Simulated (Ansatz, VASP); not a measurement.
# GaAs: VASP beside Ansatz

```
Ga As
1.0
     0.00000    2.83624    2.83624
     2.83624    0.00000    2.83624
     2.83624    2.83624    0.00000
Ga As
1 1
Direct
  0.00000 0.00000 0.00000
  0.75000 0.75000 0.75000
```

Change from the starting cell: volume scaled by 1.01, crystal datasets.

Alike in both runs: task electric field gradients; functional LDA; k mesh 10 × 10 × 10; occupations fermi-dirac, width 0.08 eV; no spin polarisation.

```csv
,VASP,Ansatz
version,VASP 6.6.1,Ansatz 0.2.0
potentials or method,"VASP PAW LDA potentials, release 64 (Ga_d, As), cutoff 520 eV","all-electron PAW with datasets made for the crystal, scalar-relativistic"
```

Ansatz gave:

| Quantity | Value |
| --- | --- |
| pressure (GPa) | -2.5 |

Question: Which values does VASP return?

Answer: Pressure (GPa): -2.2.

LDA's correlation is that of Perdew and Zunger in VASP and of Perdew and Wang (1992) in Ansatz. Ansatz ran all-electron here, and VASP with PAW potentials.
